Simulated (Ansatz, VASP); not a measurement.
# Al2Cu in VASP and in Ansatz

File POSCAR:

```
Al2Cu
1.0
    4.0880282815      0.0000000000      0.0000000000
    0.0000000000      4.0880282815      0.0000000000
    0.0000000000      0.0000000000      2.8085555130
Al Cu
2 1
Direct
    0.5000000000      0.0000000000      0.5000000000
    0.0000000000      0.5000000000      0.5000000000
    0.0000000000      0.0000000000      0.0000000000
```

INCAR.step1

```
PREC     = Accurate       # precision mode
ENCUT    = 520            # plane-wave cutoff, eV
ISMEAR   = 0              # smearing method
SIGMA    = 0.15           # smearing width, eV
LREAL    = False          # projectors in reciprocal space
LASPH    = True           # aspherical terms in the spheres
NELM     = 60             # most SCF steps
NBANDS   = 16             # bands
GGA      = PE             # functional
ALGO     = Normal         # electronic algorithm
EDIFF    = 1E-4           # SCF threshold, eV
LWAVE    = True           # write WAVECAR
LCHARG   = False          # write CHGCAR
```

File INCAR.step2:

```
PREC     = Accurate       # precision mode
ENCUT    = 520            # plane-wave cutoff, eV
EDIFF    = 1E-6           # SCF threshold, eV
ISMEAR   = 0              # smearing method
SIGMA    = 0.15           # smearing width, eV
LREAL    = False          # projectors in reciprocal space
LASPH    = True           # aspherical terms in the spheres
NELM     = 60             # most SCF steps
ALGO     = Normal         # electronic algorithm
ISIF     = 2              # what is computed and relaxed
LWAVE    = False          # write WAVECAR
LCHARG   = False          # write CHGCAR
METAGGA  = R2SCAN         # meta-GGA
LMIXTAU  = True         
NBANDS   = 16             # bands
ISTART   = 1
```

KPOINTS

```
regular mesh
0
Gamma
  12 12 16
```

Input for Ansatz:

```yaml
crystal:
  lattice:
    - [4.0880282815, 0.0, 0.0]
    - [0.0, 4.0880282815, 0.0]
    - [0.0, 0.0, 2.808555513]
  atoms:
    - { symbol: Al, position: [0.5, 0.0, 0.5] }
    - { symbol: Al, position: [0.0, 0.5, 0.5] }
    - { symbol: Cu, position: [0.0, 0.0, 0.0] }
basis:
  ecutwfc: 500
kpoints:
  mp_grid: { grid: [12, 12, 16] }
hamiltonian:
  xc: r2scan
scf:
  occupations: { method: gaussian, width: 0.15 }
output:
  forces: true
  stress: true
  eigenvalues: true
```

Change from the starting cell: strain +0.000 along x and y, -0.015 along z, atoms carried along.

Alike in both runs: task single point; functional r2SCAN; k mesh 12 × 12 × 16; occupations gaussian, width 0.15 eV; no spin polarisation.

|  | VASP | Ansatz |
| --- | --- | --- |
| version | VASP 6.6.1 | Ansatz 0.2.0 |
| potentials or method | VASP PAW PBE potentials, release 64 (Al, Cu), cutoff 520 eV | scalar-relativistic, plane waves, PAW |
| valence electrons in the cell | 17 | 25 |

|  | VASP | Ansatz | Ansatz less VASP |
| --- | --- | --- | --- |
| gap on the k mesh at the Fermi level (eV) | none | none | - |
| pressure (GPa) | 1.4 | 1.7 | +0.25 |
| traceless stress, the component that is largest in VASP (GPa) | 0.90 | 0.89 | -0.014 |

VASP's potentials were made for PBE, not for r2SCAN. A gap of «none» marks a metal or a gap that the smearing closes. VASP's potentials hold 17 valence electrons a cell and Ansatz's 25, so a difference there can come from the potentials and not from the codes.
